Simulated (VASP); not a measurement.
# Pt (Im-3m) in VASP: a series of runs

Runs on Pt. Level: PBE. Tasks: single point, relaxation of cell and atoms.

Program: VASP 6.6.1. These are calculated values, not measurements. Logs are shortened: lines on timing, memory, paths and dates and some standing lists are left out, and cuts for length are marked.

## Step 1: The cell of the first run

The structure is cubic, space group Im-3m (No. 229). Conventional cell: a = 3.163 Å, b = 3.163 Å, c = 3.163 Å, α = 90.00°, β = 90.00°, γ = 90.00°. Pt (site symmetry m-3m) has 14 Pt at 2.74 to 3.16 Å within 3.6 Å.

This isn't the form of Pt at room conditions, which is fcc.

## Step 2: Single point, PBE

INCAR

```
SYSTEM = Pt
ALGO     = Normal         ! electronic algorithm
EDIFF    = 1E-7           ! SCF threshold, eV
ENCUT    = 520            ! plane-wave cutoff, eV
GGA      = PE             ! functional
ISIF     = 2              ! what is computed and relaxed
ISMEAR   = -1             ! smearing method
LASPH    = .TRUE.         ! aspherical terms in the spheres
LCHARG   = .TRUE.         ! write CHGCAR
LELF     = .TRUE.         ! ELF
LREAL    = .FALSE.        ! projectors in reciprocal space
LVHAR    = .TRUE.       
LWAVE    = .FALSE.        ! write WAVECAR
NBANDS   = 11             ! bands
NELM     = 60             ! most SCF steps
PREC     = Accurate       ! precision mode
SIGMA    = 0.05           ! smearing width, eV
```

KPOINTS

```
k-points
0
G
  18 18 18
  0 0 0
```

POSCAR

```
Pt
1.0
   -1.5814887548      1.5814887548      1.5814887548
    1.5814887548     -1.5814887548      1.5814887548
    1.5814887548      1.5814887548     -1.5814887548
Pt
1
Direct
    0.0000000000      0.0000000000      0.0000000000
```

Potentials or basis: VASP PAW PBE potentials, release 64 (Pt).

Launch:

```sh
$ cat potpaw_PBE.64/Pt/POTCAR > POTCAR
$ mpirun -np 1 vasp_std > vasp.out
```

OUTCAR:

```text
SYSTEM = Pt
   EDIFF = 1E-7
   ENCUT = 520
   GGA = PE
   ISIF = 2
   ISMEAR = -1
   LASPH = .TRUE.
   LREAL = .FALSE.
   NELM = 60
   PREC = Accurate

 ion  position               nearest neighbor table
   1  0.000  0.000  0.000-

  LATTYP: Found a body centered cubic cell.
 ALAT       =     3.1629775096

  Lattice vectors:

 A1 = (  -1.5814887548,   1.5814887548,   1.5814887548)
 A2 = (   1.5814887548,  -1.5814887548,   1.5814887548)
 A3 = (   1.5814887548,   1.5814887548,  -1.5814887548)

Analysis of symmetry for initial positions (statically):
=====================================================================
 Subroutine PRICEL returns:
 Original cell was already a primitive cell.

 Routine SETGRP: Setting up the symmetry group for a
 body centered cubic supercell.

 Subroutine GETGRP returns: Found 48 space group operations
 (whereof 48 operations were pure point group operations)
 out of a pool of 48 trial point group operations.

The static configuration has the point symmetry O_h .

Analysis of symmetry for dynamics (positions and initial velocities):
=====================================================================
 Subroutine PRICEL returns:
 Original cell was already a primitive cell.

 Routine SETGRP: Setting up the symmetry group for a
 body centered cubic supercell.

 Subroutine GETGRP returns: Found 48 space group operations
 (whereof 48 operations were pure point group operations)
 out of a pool of 48 trial point group operations.

The dynamic configuration has the point symmetry O_h .

 Subroutine INISYM returns: Found 48 space group operations
 (whereof 48 operations are pure point group operations),
 and found     1 'primitive' translations

----------------------------------------------------------------------------------------

                                     Primitive cell

  volume of cell :      15.8219

  direct lattice vectors                    reciprocal lattice vectors
    -1.581488755  1.581488755  1.581488755     0.000000000  0.316157797  0.316157797
     1.581488755 -1.581488755  1.581488755     0.316157797  0.000000000  0.316157797
     1.581488755  1.581488755 -1.581488755     0.316157797  0.316157797  0.000000000

  length of vectors
     2.739218875  2.739218875  2.739218875     0.447114644  0.447114644  0.447114644

  position of ions in fractional coordinates (direct lattice)
     0.000000000  0.000000000  0.000000000

  ion indices of the primitive-cell ions
   primitive index   ion index
                 1           1

----------------------------------------------------------------------------------------

 KPOINTS: k-points

Automatic generation of k-mesh.
 Grid dimensions read from file:
 generate k-points for:   18   18   18

 Generating k-lattice:

  Cartesian coordinates                     Fractional coordinates (reciprocal lattice)
     0.000000000  0.017564322  0.017564322     0.055555556  0.000000000  0.000000000
     0.017564322  0.000000000  0.017564322     0.000000000  0.055555556  0.000000000
     0.017564322  0.017564322  0.000000000     0.000000000  0.000000000  0.055555556

  Length of vectors
     0.024839702  0.024839702  0.024839702

  Shift w.r.t. Gamma in fractional coordinates (k-lattice)
     0.000000000  0.000000000  0.000000000

 Subroutine IBZKPT returns following result:
 ===========================================

 Found    195 irreducible k-points:

 Following reciprocal coordinates:
            Coordinates               Weight
  0.000000  0.000000  0.000000      1.000000
  0.055556  0.000000  0.000000     12.000000
  0.111111  0.000000  0.000000     12.000000
  0.166667  0.000000  0.000000     12.000000
  0.222222  0.000000  0.000000     12.000000
  0.277778  0.000000  0.000000     12.000000
[... 16 lines left out ...]
  0.333333  0.111111  0.000000     48.000000
  0.388889  0.111111 -0.000000     48.000000
 [... further k-points ...]
   k-points           NKPTS =    195   k-points in BZ     NKDIM =    195   number of bands    NBANDS=     11
   number of dos      NEDOS =    301   number of ions     NIONS =      1
   total plane-waves  NPLWV =   8000
   dimension x,y,z NGX =    20 NGY =   20 NGZ =   20
   dimension x,y,z NGXF=    40 NGYF=   40 NGZF=   40
   ions per type =               1
   NGX,Y,Z   is equivalent  to a cutoff of  12.14, 12.14, 12.14 a.u.
   NGXF,Y,Z  is equivalent  to a cutoff of  24.28, 24.28, 24.28 a.u.
 SYSTEM =  Pt
   PREC   = accura    normal or accurate (medium, high low for compatibility)
   ISTART =      0    job   : 0-new  1-cont  2-samecut
   ICHARG =      2    charge: 1-file 2-atom 10-const
   ISPIN  =      1    spin polarized calculation?
   LNONCOLLINEAR =      F non collinear calculations
   LSORBIT =      F    spin-orbit coupling
   LASPH  =      T    aspherical Exc in radial PAW
   ENCUT  =  520.0 eV  38.22 Ry    6.18 a.u.   5.09  5.09  5.09*2*pi/ulx,y,z
   NELM   =     60;   NELMIN=  2; NELMDL= -5     # of ELM steps
   EDIFF  = 0.1E-06   stopping-criterion for ELM
   LREAL  =      F    real-space projection
   EDIFFG = 0.1E-05   stopping-criterion for IOM
   NSW    =      0    number of steps for IOM
   IBRION =     -1    ionic relax: 0-MD 1-quasi-New 2-CG
   NFREE  =      0    steps in history (QN), initial steepest desc. (CG)
   ISIF   =      2    stress and relaxation
   ISYM   =      2    0-nonsym 1-usesym 2-fastsym
   POTIM  = 0.5000    time-step for ionic-motion
   TEBEG  =    0.0;   TEEND  =   0.0 temperature during run
   PSTRESS=    0.0 pullay stress
   NELECT =      10.0000    total number of electrons
   NUPDOWN=      -1.0000    fix difference up-down
   EMIN   =  10.00;   EMAX   =-10.00  energy-range for DOS
   EFERMI =   0.00;   METHOD = LEGACY
   ISMEAR =    -1;   SIGMA  =   0.05  broadening in eV -4-tet -1-fermi 0-gaus
   EFERMI_NEDOS =   21; number of points for ismear=-14 and -15
   IALGO  =     38    algorithm
   IMIX   =      4    mixing-type and parameters
     AMIX     =   0.40;   BMIX     =  1.00
     AMIX_MAG =   1.60;   BMIX_MAG =  1.00
  volume/ion in A,a.u.               =      15.82       106.77
  Fermi-wavevector in a.u.,A,eV,Ry     =   1.404932  2.654937 26.855652  1.973835
  Thomas-Fermi vector in A             =   2.527444
   LORBIT       =      0    0 simple, 1 ext, 2 COOP (PROOUT), +10 PAW based schemes
   GGA     = PE    functional components
[... 5 lines left out ...]
 non-spin polarized calculation
  energy-cutoff  :      520.00
  volume of cell :       15.82
 maximum number of plane-waves:       440
   NGX = 11   NGY = 11   NGZ = 11

 number of electron      10.0000000 magnetization

 number of electron       9.9999999 magnetization

 Free energy of the ion-electron system (eV)
  ---------------------------------------------------
  ext. energy  EPLUGINS =         0.00000000
  ---------------------------------------------------
  free energy    TOTEN  =        -6.01004482 eV

  energy without entropy =       -6.00360344  energy(sigma->0) =       -6.00682413

 E-fermi :  10.2092     XC(G=0): -13.1960

 val. band max:       10.1996961996   @ k =  -0.3889   0.3889   0.2222
 cond. band min:      10.2257147243   @ k =  -0.3889   0.5000   0.0556
 fundamental gap:      0.0260185247
 Fermi energy:        10.2092076459

 k-point     1 :       0.0000    0.0000    0.0000
  band No.  band energies     occupation
      1       0.6928      2.00000
      2       6.7007      2.00000
      3       6.7007      2.00000
      4       6.7007      2.00000
      5       9.1785      2.00000
      6       9.1785      2.00000
      7      27.2744      0.00000
      8      27.2744      0.00000
      9      27.2744      0.00000
     10      37.2922      0.00000
     11      37.2924      0.00000

 k-point     2 :       0.0556    0.0000    0.0000
  band No.  band energies     occupation
      1       0.8186      2.00000
      2       6.6514      2.00000
      3       6.7011      2.00000
      4       6.8010      2.00000
      5       9.1140      2.00000
      6       9.1818      2.00000
      7      27.3349      0.00000
      8      27.3774      0.00000
      9      27.4589      0.00000
     10      35.4111      0.00000
     11      35.9401      0.00000

 k-point     3 :       0.1111    0.0000    0.0000
  band No.  band energies     occupation
      1       1.1857      2.00000
      2       6.5123      2.00000
      3       6.6944      2.00000
      4       7.0972      2.00000
      5       8.9590      2.00000
      6       9.1931      2.00000
      7      27.4308      0.00000
      8      27.5249      0.00000
      9      27.9992      0.00000
     10      33.7826      0.00000
     11      34.0888      0.00000

 k-point     4 :       0.1667    0.0000    0.0000
  band No.  band energies     occupation
      1       1.7575      2.00000
      2       6.3066      2.00000
      3       6.6731      2.00000
      4       7.5750      2.00000
      5       8.8063      2.00000
      6       9.2164      2.00000
      7      27.1467      0.00000
      8      27.2901      0.00000
      9      28.8577      0.00000
     10      32.7328      0.00000
     11      32.8972      0.00000

 k-point     5 :       0.2222    0.0000    0.0000
  band No.  band energies     occupation
      1       2.4507      2.00000
      2       6.0656      2.00000
      3       6.6819      2.00000
      4       8.2081      2.00000
      5       8.7417      2.00000
      6       9.2550      2.00000
      7      25.6831      0.00000
      8      26.6700      0.00000
      9      29.9752      0.00000
     10      32.5029      0.00000
     11      32.7223      0.00000
[... 211 lines left out ...]
 k-point    21 :       0.2222    0.1111    0.0000
  band No.  band energies     occupation
      1       3.4267      2.00000
      2       5.8853      2.00000
      3       6.4646      2.00000
      4       8.6310      2.00000
      5       9.3682      2.00000
      6       9.5693      1.99999
      7      23.4676      0.00000
      8      25.6201      0.00000
      9      28.4401      0.00000
     10      30.5078      0.00000
     11      34.3795      0.00000

 k-point    22 :       0.2778    0.1111    0.0000
  band No.  band energies     occupation
      1       3.8363      2.00000
      2       5.6746      2.00000
      3       6.9108      2.00000
      4       8.7645      2.00000
      5       9.4825      2.00000
      6      10.4542      0.01477
      7      21.1682      0.00000
      8      24.7320      0.00000
      9      27.2824      0.00000
     10      31.6535      0.00000
     11      35.1996      0.00000

 k-point    23 :       0.3333    0.1111    0.0000
  band No.  band energies     occupation
      1       3.9563      2.00000
      2       5.5142      2.00000
      3       7.6325      2.00000
      4       8.9275      2.00000
      5       9.6072      1.99999
      6      11.4192      0.00000
      7      18.9784      0.00000
      8      23.9924      0.00000
      9      26.2453      0.00000
     10      32.7575      0.00000
     11      35.0479      0.00000

 k-point    24 :       0.3889    0.1111   -0.0000
  band No.  band energies     occupation
      1       3.9480      2.00000
      2       5.4146      2.00000
      3       8.2573      2.00000
      4       8.9844      2.00000
      5       9.8809      1.99719
      6      12.3426      0.00000
      7      17.1442      0.00000
      8      23.4939      0.00000
      9      25.5166      0.00000
     10      33.5914      0.00000
     11      34.5697      0.00000

 [... further k-points ...]

------------------------ aborting loop because EDIFF is reached ----------------------------------------

  FORCE on cell =-STRESS in cart. coord.  units (eV):
  Direction    XX          YY          ZZ          XY          YZ          ZX
  --------------------------------------------------------------------------------------
  -------------------------------------------------------------------------------------
  Total       -0.0460088     -0.0460088     -0.0460088      0.0000000      0.0000000      0.0000000
  in kB       -4.6590032     -4.6590032     -4.6590032      0.0000000      0.0000000      0.0000000
  external PRESSURE =      -4.6590032 kB  Pullay stress =       0.0000000 kB

 VOLUME and BASIS-vectors are now :
 -----------------------------------------------------------------------------
  energy-cutoff  :      520.00
  volume of cell :       15.82
      direct lattice vectors                 reciprocal lattice vectors
    -1.581488755  1.581488755  1.581488755     0.000000000  0.316157797  0.316157797
     1.581488755 -1.581488755  1.581488755     0.316157797  0.000000000  0.316157797
     1.581488755  1.581488755 -1.581488755     0.316157797  0.316157797  0.000000000

 POSITION                                       TOTAL-FORCE (eV/Angst)
 -----------------------------------------------------------------------------------
      0.00000      0.00000      0.00000        -0.000000      0.000000      0.000000
 -----------------------------------------------------------------------------------
    total drift:                                0.000000      0.000000      0.000000

  FREE ENERGIE OF THE ION-ELECTRON SYSTEM (eV)
  ---------------------------------------------------
  free  energy   TOTEN  =        -6.0100448170 eV

  energy  without entropy=       -6.0036034382  energy(sigma->0) =       -6.00682413
```

Wall time 41 s (1 thread of Intel Xeon 8259CL, shared host); peak memory 0.15 GiB.

What came out:

```yaml
Free_energy: -6.0100 eV
Pressure: -0.5 GPa
Band_gap_on_the_k_mesh: zero (bands 5 and 6 overlap by 2.14 eV)
```

Caveat: spin-orbit coupling is left out, which moves the levels of the heavy elements.

## Step 3: Single point, PBE

This run uses another cell than the first one, of 18.37 Å³/atom.

INCAR

```
SYSTEM = Pt
PREC = Accurate
ENCUT = 520
EDIFF = 1E-6
ISMEAR = -1
SIGMA = 0.05
LREAL = .False.
LASPH = .True.
NELM = 100
ALGO = Normal
ISIF = 2
LWAVE = .False.
LCHARG = .False.
GGA = PE
NBANDS = 11
```

KPOINTS

```
regular mesh
0
Gamma
  18 18 18
  0 0 0
```

POSCAR

```
Pt
1.0
   -1.6622441206      1.6622441206      1.6622441206
    1.6622441206     -1.6622441206      1.6622441206
    1.6622441206      1.6622441206     -1.6622441206
Pt
1
Direct
    0.0000000000      0.0000000000      0.0000000000
```

Potentials or basis: VASP PAW PBE potentials, release 64 (Pt).

Launch:

```sh
$ cat potpaw_PBE.64/Pt/POTCAR > POTCAR
$ mpirun -np 1 vasp_std > vasp.out
```

Run time: 38 s. Hardware: 1 thread of Intel Xeon 8259CL, shared host; peak memory 0.17 GiB.

It converged, with:

```
Free energy            : -5.7855 eV
Pressure               : -23.8 GPa
Band gap on the k mesh : zero (bands 5 and 6 overlap by 1.62 eV)
```

Levels at points of the mesh, in eV from the Fermi level:
```tsv
k point	band 3	band 4	band 5	band 6	band 7	band 8
(0.00, 0.00, 0.00)	-2.79	-2.79	-0.81	-0.81	16.99	16.99
(0.50, 0.00, 0.00)	-0.97	-0.59	0.71	0.73	5.09	13.10
(0.50, 0.50, 0.50)	0.34	0.34	0.34	7.31	7.31	7.31
```

Caveat: the cell stands under tension; spin-orbit coupling is left out, which moves the levels of the heavy elements.

(Part 1 of 2 ends here.)
